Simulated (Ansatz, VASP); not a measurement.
**Lu in VASP and in Ansatz**

The input INCAR:

```
SYSTEM = Lu
PREC = Accurate
ENCUT = 520
EDIFF = 1E-6
ISMEAR = -1
SIGMA = 0.1
LREAL = .False.
LASPH = .True.
NELM = 60
ALGO = Normal
ISIF = 2
LWAVE = .False.
LCHARG = .False.
GGA = RE
NBANDS = 18
```

KPOINTS

```
regular mesh
0
Gamma
  12 12 12
  0 0 0
```

File POSCAR:

```
Lu
1.0
    0.0000000000      2.5354219915      2.5354219915
    2.5354219915      0.0000000000      2.5354219915
    2.5354219915      2.5354219915      0.0000000000
Lu
1
Direct
    0.0000000000      0.0000000000      0.0000000000
```

Input for Ansatz:

```yaml
crystal:
  lattice:
    - [0.0, 2.5354219915, 2.5354219915]
    - [2.5354219915, 0.0, 2.5354219915]
    - [2.5354219915, 2.5354219915, 0.0]
  atoms:
    - { symbol: Lu, position: [0.0, 0.0, 0.0] }
hamiltonian:
  xc: revpbe
  pseudopotentials:
    kind: paw
    azcp:
      Lu: "pseudopotentials/Lu.paw.azcp"
basis:
  ecutwfc: 420
  fft_grid_basis: typed
kpoints:
  mp_grid: { grid: [12, 12, 12], shift: [0, 0, 0] }
magnetization:
  spin_polarized: false
scf:
  occupations: { method: fermi_dirac, width: 0.1 }
  lower_state_search: "off"
output:
  stress: true
```

Alike in both runs: task single point; functional revPBE; k mesh 12 × 12 × 12; occupations fermi-dirac, width 0.1 eV; no spin polarisation.

```csv
,VASP,Ansatz
version,VASP 6.6.1,Ansatz 0.2.0
potentials or method,"VASP PAW PBE potentials, release 64 (Lu), cutoff 520 eV","plane waves (420 eV) with PAW, scalar-relativistic"
valence electrons in the cell,25,25
```

Ansatz gave:

```
pressure (GPa) : -2.7
```

What did VASP give for the same quantities?

Pressure (GPa): -2.5.

VASP's potentials were made for PBE, not for revPBE.

Neither program's run includes spin-orbit coupling.
